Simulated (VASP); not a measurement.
# BaB5 (P6/mmm) in VASP: single point with PBE

Aim: the single point of BaB5 with PBE.

Everything below comes from runs of VASP 6.6.1. Logs are shortened: lines on timing, memory, paths and dates and some standing lists are left out, and cuts for length are marked.

## 1. The cell of the first run

Symmetry: P6/mmm, No. 191, hexagonal system. Conventional cell: a = 4.960 Å, b = 4.960 Å, c = 2.930 Å, α = 90.00°, β = 90.00°, γ = 120.00°. Ba (site symmetry 6/mmm) has 18 B at 2.86 to 2.88 Å and 2 Ba at 2.93 Å within 3.8 Å. Within 2.7 Å of B (site symmetry mmm) lie 8 B at 2.05 to 2.48 Å. B (site symmetry -6m2) has 6 B at 2.05 Å within 2.7 Å.

The cell was generated, and may not be a known phase.

## 2. Single point, PBE

Contents of INCAR:

```
ALGO     = Normal         # electronic algorithm
EDIFF    = 1E-6           # SCF threshold, eV
ENCUT    = 1230           # plane-wave cutoff, eV
GGA      = PE             # functional
GGA_COMPAT= False        
ISIF     = 2              # what is computed and relaxed
ISMEAR   = 0              # smearing method
LASPH    = True           # aspherical terms in the spheres
LCHARG   = False          # write CHGCAR
LREAL    = False          # projectors in reciprocal space
LWAVE    = False          # write WAVECAR
NBANDS   = 22             # bands
NELM     = 120            # most SCF steps
PREC     = Accurate       # precision mode
SIGMA    = 0.1            # smearing width, eV
```

Contents of KPOINTS:

```
k-points
0
Gamma
  12 12 12
```

Contents of POSCAR:

```
BaB5
1.0
    4.9599604027      0.0000000000      0.0000000000
   -2.4799802013      4.2954517105      0.0000000000
    0.0000000000      0.0000000000      2.9298929218
Ba B
1 5
Direct
    0.0000000000      0.0000000000      0.0000000000
    0.5000000000      0.0000000000      0.5000000000
    0.5000000000      0.5000000000      0.5000000000
    0.0000000000      0.5000000000      0.5000000000
    0.3333333333      0.6666666667      0.0000000000
    0.6666666667      0.3333333333      0.0000000000
```

Potentials or basis: VASP PAW PBE potentials, release 64 (Ba_sv, B_h).

The run is started by

```bash
$ cat potpaw_PBE.64/Ba_sv/POTCAR potpaw_PBE.64/B_h/POTCAR > POTCAR
$ mpirun -np 1 vasp_std > vasp.out
```

OUTCAR:

```text
EDIFF = 1E-6
   ENCUT = 1230
   GGA = PE
   ISIF = 2
   ISMEAR = 0
   LASPH = True
   LREAL = False
   NELM = 120
   PREC = Accurate

 ion  position               nearest neighbor table
   1  0.000  0.000  0.000-   5 2.86   6 2.86   5 2.86   6 2.86   6 2.86   5 2.86   4 2.88   4 2.88
                             4 2.88   4 2.88   2 2.88   2 2.88   2 2.88   2 2.88   3 2.88   3 2.88
   2  0.500  0.000  0.500-   1 2.88   1 2.88   1 2.88   1 2.88
   3  0.500  0.500  0.500-   1 2.88   1 2.88   1 2.88   1 2.88
   4  0.000  0.500  0.500-   1 2.88   1 2.88   1 2.88   1 2.88
   5  0.333  0.667  0.000-   1 2.86   1 2.86   1 2.86
   6  0.667  0.333  0.000-   1 2.86   1 2.86   1 2.86

  LATTYP: Found a hexagonal cell.
 ALAT       =     4.9599604027
 C/A-ratio  =     0.5907089339

  Lattice vectors:

 A1 = (   4.9599604027,   0.0000000000,   0.0000000000)
 A2 = (  -2.4799802013,   4.2954517105,   0.0000000000)
 A3 = (   0.0000000000,   0.0000000000,   2.9298929218)

Analysis of symmetry for initial positions (statically):
=====================================================================
 Subroutine PRICEL returns:
 Original cell was already a primitive cell.

 Routine SETGRP: Setting up the symmetry group for a
 hexagonal supercell.

 Subroutine GETGRP returns: Found 24 space group operations
 (whereof 24 operations were pure point group operations)
 out of a pool of 24 trial point group operations.

The static configuration has the point symmetry D_6h.

Analysis of symmetry for dynamics (positions and initial velocities):
=====================================================================
 Subroutine PRICEL returns:
 Original cell was already a primitive cell.

 Routine SETGRP: Setting up the symmetry group for a
 hexagonal supercell.

 Subroutine GETGRP returns: Found 24 space group operations
 (whereof 24 operations were pure point group operations)
 out of a pool of 24 trial point group operations.

The dynamic configuration has the point symmetry D_6h.

 Subroutine INISYM returns: Found 24 space group operations
 (whereof 24 operations are pure point group operations),
 and found     1 'primitive' translations

----------------------------------------------------------------------------------------

                                     Primitive cell

  volume of cell :      62.4222

  direct lattice vectors                    reciprocal lattice vectors
     4.959960403  0.000000000  0.000000000     0.201614513  0.116402193  0.000000000
    -2.479980201  4.295451711  0.000000000     0.000000000  0.232804386  0.000000000
     0.000000000  0.000000000  2.929892922     0.000000000  0.000000000  0.341309402

  length of vectors
     4.959960403  4.959960403  2.929892922     0.232804386  0.232804386  0.341309402

  position of ions in fractional coordinates (direct lattice)
     0.000000000  0.000000000  0.000000000
     0.500000000  0.000000000  0.500000000
     0.500000000  0.500000000  0.500000000
     0.000000000  0.500000000  0.500000000
     0.333333333  0.666666667  0.000000000
     0.666666667  0.333333333  0.000000000

  ion indices of the primitive-cell ions
   primitive index   ion index
                 1           1
                 2           2
                 3           3
                 4           4
                 5           5
                 6           6

----------------------------------------------------------------------------------------

 KPOINTS: k-points

Automatic generation of k-mesh.
 Grid dimensions read from file:
 generate k-points for:   12   12   12

 Generating k-lattice:

  Cartesian coordinates                     Fractional coordinates (reciprocal lattice)
     0.016801209  0.009700183  0.000000000     0.083333333  0.000000000  0.000000000
     0.000000000  0.019400366  0.000000000     0.000000000  0.083333333  0.000000000
     0.000000000  0.000000000  0.028442450     0.000000000  0.000000000  0.083333333

  Length of vectors
     0.019400366  0.019400366  0.028442450

  Shift w.r.t. Gamma in fractional coordinates (k-lattice)
     0.000000000  0.000000000  0.000000000

 Subroutine IBZKPT returns following result:
 ===========================================

 Found    133 irreducible k-points:

 Following reciprocal coordinates:
            Coordinates               Weight
  0.000000  0.000000  0.000000      1.000000
  0.083333  0.000000  0.000000      6.000000
  0.166667  0.000000  0.000000      6.000000
  0.250000  0.000000  0.000000      6.000000
  0.333333  0.000000  0.000000      6.000000
  0.416667  0.000000  0.000000      6.000000
[... 16 lines left out ...]
  0.250000  0.000000  0.083333     12.000000
  0.333333  0.000000  0.083333     12.000000
 [... further k-points ...]
   k-points           NKPTS =    133   k-points in BZ     NKDIM =    133   number of bands    NBANDS=     22
   number of dos      NEDOS =    301   number of ions     NIONS =      6
   total plane-waves  NPLWV = 129600
   dimension x,y,z NGX =    60 NGY =   60 NGZ =   36
   dimension x,y,z NGXF=   120 NGYF=  120 NGZF=   72
   ions per type =               1   5
   NGX,Y,Z   is equivalent  to a cutoff of  20.11, 20.11, 20.43 a.u.
   NGXF,Y,Z  is equivalent  to a cutoff of  40.22, 40.22, 40.85 a.u.
 SYSTEM =  unknown system
   PREC   = accura    normal or accurate (medium, high low for compatibility)
   ISTART =      0    job   : 0-new  1-cont  2-samecut
   ICHARG =      2    charge: 1-file 2-atom 10-const
   ISPIN  =      1    spin polarized calculation?
   LNONCOLLINEAR =      F non collinear calculations
   LSORBIT =      F    spin-orbit coupling
   LASPH  =      T    aspherical Exc in radial PAW
   ENCUT  = 1230.0 eV  90.40 Ry    9.51 a.u.  14.18 14.18  8.38*2*pi/ulx,y,z
   NELM   =    120;   NELMIN=  2; NELMDL= -5     # of ELM steps
   EDIFF  = 0.1E-05   stopping-criterion for ELM
   LREAL  =      F    real-space projection
   EDIFFG = 0.1E-04   stopping-criterion for IOM
   NSW    =      0    number of steps for IOM
   IBRION =     -1    ionic relax: 0-MD 1-quasi-New 2-CG
   NFREE  =      0    steps in history (QN), initial steepest desc. (CG)
   ISIF   =      2    stress and relaxation
   ISYM   =      2    0-nonsym 1-usesym 2-fastsym
   POTIM  = 0.5000    time-step for ionic-motion
   TEBEG  =    0.0;   TEEND  =   0.0 temperature during run
   PSTRESS=    0.0 pullay stress
   NELECT =      25.0000    total number of electrons
   NUPDOWN=      -1.0000    fix difference up-down
   EMIN   =  10.00;   EMAX   =-10.00  energy-range for DOS
   EFERMI =   0.00;   METHOD = LEGACY
   ISMEAR =     0;   SIGMA  =   0.10  broadening in eV -4-tet -1-fermi 0-gaus
   EFERMI_NEDOS =   21; number of points for ismear=-14 and -15
   IALGO  =     38    algorithm
   IMIX   =      4    mixing-type and parameters
     AMIX     =   0.40;   BMIX     =  1.00
     AMIX_MAG =   1.60;   BMIX_MAG =  1.00
  volume/ion in A,a.u.               =      10.40        70.21
  Fermi-wavevector in a.u.,A,eV,Ry     =   1.206726  2.280381 19.812626  1.456187
  Thomas-Fermi vector in A             =   2.342384
   LORBIT       =      0    0 simple, 1 ext, 2 COOP (PROOUT), +10 PAW based schemes
   GGA     = PE    functional components
   LHFCALC =     F    Hartree Fock is set to
   AEXX    =    0.0000 exact exchange contribution
   IVDW    =     0    specifies the selected vdW correction
   LEPSILON=     F    determine dielectric tensor
   LRPA    =     F    only Hartree local field effects (RPA)
 non-spin polarized calculation
 Gauss-broadening in eV      SIGMA  =   0.10
  energy-cutoff  :     1230.00
  volume of cell :       62.42
 maximum number of plane-waves:      6161
 NGX is ok and might be reduce to    60
   NGX = 29   NGY = 29   NGZ = 17

 number of electron      25.0000000 magnetization

 Free energy of the ion-electron system (eV)
  ---------------------------------------------------
  ext. energy  EPLUGINS =         0.00000000
  ---------------------------------------------------
  free energy    TOTEN  =       -28.16805271 eV

  energy without entropy =      -28.15819723  energy(sigma->0) =      -28.16312497

 E-fermi :   7.2924     XC(G=0): -11.7337

 val. band max:        7.2851139129   @ k =   0.3333   0.2500   0.5000
 cond. band min:       7.3019805339   @ k =   0.0833   0.0833   0.1667
 fundamental gap:      0.0168666210
 Fermi energy:         7.2923609840

 k-point     1 :       0.0000    0.0000    0.0000
  band No.  band energies     occupation
      1     -20.3751      2.00000
      2      -6.1730      2.00000
      3      -6.1730      2.00000
      4      -5.6118      2.00000
      5      -2.7059      2.00000
      6      -1.5226      2.00000
[... 14 lines left out ...]
     21      14.6765      0.00000
     22      14.9582      0.00000

 k-point     2 :       0.0833    0.0000    0.0000
  band No.  band energies     occupation
      1     -20.3733      2.00000
      2      -6.4713      2.00000
      3      -6.1936      2.00000
      4      -5.2617      2.00000
      5      -2.7019      2.00000
      6      -1.8548      2.00000
[... 14 lines left out ...]
     21      14.9112      0.00000
     22      15.0614      0.00000

 k-point     3 :       0.1667    0.0000    0.0000
  band No.  band energies     occupation
      1     -20.3685      2.00000
      2      -6.8770      2.00000
      3      -6.2481      2.00000
      4      -4.7205      2.00000
      5      -2.6908      2.00000
      6      -2.3149      2.00000
[... 14 lines left out ...]
     21      14.9118      0.00000
     22      15.0155      0.00000
[... 476 lines left out ...]
 k-point    23 :       0.2500    0.0000    0.0833
  band No.  band energies     occupation
      1     -20.2963      2.00000
      2      -7.1343      2.00000
      3      -6.2448      2.00000
      4      -4.2214      2.00000
      5      -3.1659      2.00000
      6      -2.4898      2.00000
[... 14 lines left out ...]
     21      14.8539      0.00000
     22      15.0446      0.00000

 k-point    24 :       0.3333    0.0000    0.0833
  band No.  band energies     occupation
      1     -20.2897      2.00000
      2      -7.3860      2.00000
      3      -6.3115      2.00000
      4      -3.9830      2.00000
      5      -3.1649      2.00000
      6      -2.4088      2.00000
[... 14 lines left out ...]
     21      14.8504      0.00000
     22      15.0085      0.00000

 [... further k-points ...]

------------------------ aborting loop because EDIFF is reached ----------------------------------------

  FORCE on cell =-STRESS in cart. coord.  units (eV):
  Direction    XX          YY          ZZ          XY          YZ          ZX
  --------------------------------------------------------------------------------------
  -------------------------------------------------------------------------------------
  Total        1.3523279      1.3523279      1.7732554      0.0000000     -0.0000000      0.0000000
  in kB       34.7099353     34.7099353     45.5137964      0.0000000     -0.0000000      0.0000000
  external PRESSURE =      38.3112223 kB  Pullay stress =       0.0000000 kB

 VOLUME and BASIS-vectors are now :
 -----------------------------------------------------------------------------
  energy-cutoff  :     1230.00
  volume of cell :       62.42
      direct lattice vectors                 reciprocal lattice vectors
     4.959960403  0.000000000  0.000000000     0.201614513  0.116402193  0.000000000
    -2.479980201  4.295451711  0.000000000     0.000000000  0.232804386  0.000000000
     0.000000000  0.000000000  2.929892922     0.000000000  0.000000000  0.341309402

 POSITION                                       TOTAL-FORCE (eV/Angst)
 -----------------------------------------------------------------------------------
      0.00000      0.00000      0.00000        -0.000000     -0.000000      0.000000
      2.47998      0.00000      1.46495        -0.000000     -0.000000      0.000000
      1.23999      2.14773      1.46495        -0.000000     -0.000000      0.000000
     -1.23999      2.14773      1.46495        -0.000000     -0.000000      0.000000
     -0.00000      2.86363      0.00000        -0.000000      0.000000     -0.000000
      2.47998      1.43182      0.00000         0.000000     -0.000000      0.000000
 -----------------------------------------------------------------------------------
    total drift:                                0.000000      0.000000      0.000000

  FREE ENERGIE OF THE ION-ELECTRON SYSTEM (eV)
  ---------------------------------------------------
  free  energy   TOTEN  =       -28.1680527146 eV

  energy  without entropy=      -28.1581972331  energy(sigma->0) =      -28.16312497
```

Run time: 10 min. Hardware: 1 thread of Intel Xeon Platinum 8488C (Sapphire Rapids), shared host; peak memory 0.78 GiB.

What came out:

```
Free energy            : -28.1681 eV
Pressure               : 3.8 GPa
Band gap on the k mesh : zero (an odd number of electrons rules out a gap without spin polarisation)
```

Stress tensor (GPa, compression positive):
```
3.47 0.00 0.00
0.00 3.47 0.00
0.00 0.00 4.55
```

Levels at points of the mesh, in eV from the Fermi level:
```tsv
k point	band 9	band 10	band 11	band 12	band 13	band 14	band 15	band 16	band 17	band 18
(0.00, 0.00, 0.00)	-1.76	-1.73	-1.73	0.35	3.13	3.77	3.77	4.22	4.22	4.64
(0.50, 0.00, 0.00)	-2.86	-1.94	-1.38	-0.22	0.13	1.35	1.79	3.33	3.74	4.45
(0.00, 0.00, 0.50)	-5.17	-3.84	-3.84	-3.54	-3.01	-3.01	2.91	2.91	5.72	5.98
(0.50, 0.00, 0.50)	-5.07	-3.78	-1.94	-1.03	0.34	1.12	1.13	1.31	1.63	2.79
```

Caveat: the cell stands under pressure; spin-orbit coupling is left out, which moves the levels of the heavy elements; an odd number of electrons without spin polarisation forces a metal; a magnetic or distorted state may lie lower.
